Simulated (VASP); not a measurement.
Here is a VASP 6.6.1 calculation.

File INCAR:

```
PREC = Accurate
ENCUT = 600
EDIFF = 1E-7
ISMEAR = 0
SIGMA = 0.1
LREAL = F
LASPH = T
NELM = 80
ALGO = Fast
ISIF = 3
LWAVE = F
LCHARG = F
GGA = PE
IBRION = 2
NSW = 100
EDIFFG = -0.01
```

Contents of KPOINTS:

```
Automatic mesh
0
Gamma
  12 12 16
```

The input POSCAR:

```
Hf2Mo
1.0
    4.8685385536      0.0000000000      0.0000000000
   -2.4342692768      4.2162780667      0.0000000000
    0.0000000000      0.0000000000      2.8406779335
Hf Mo
2 1
Direct
    0.3333333333      0.6666666667      0.5000000000
    0.6666666667      0.3333333333      0.5000000000
    0.0000000000      0.0000000000      0.0000000000
```

Potentials or basis: VASP PAW PBE potentials, release 64 (Hf_pv, Mo_sv).

The run is started by

```console
$ cat potpaw_PBE.64/Hf_pv/POTCAR potpaw_PBE.64/Mo_sv/POTCAR > POTCAR
$ mpirun -np 1 vasp_std > vasp.out
```

Estimate the relaxed cell.

a = 4.861 Å, b = 4.861 Å, c = 2.836 Å, α = 90.00°, β = 90.00°, γ = 120.00°.

What does it give for the band gap on the k mesh?

Zero (band 17 reaches 8.52 eV, above the bottom of band 18 at 6.16 eV).

Estimate the space group after relaxing (to 0.05 Å).

P6/mmm (No. 191).

What does it give for the relaxed volume?

19.35 Å³/atom.

Step by step:
```
step  energy change (eV)  largest force (eV/Å)  pressure (GPa)  volume (Å³)
   1              0.0000                0.0000           -0.61        58.31
   2              0.0005                0.0000            0.88        57.68
   3             -0.0005                0.0000            0.01        58.05
```

Caveat: spin-orbit coupling is left out, which moves the levels of the heavy elements.
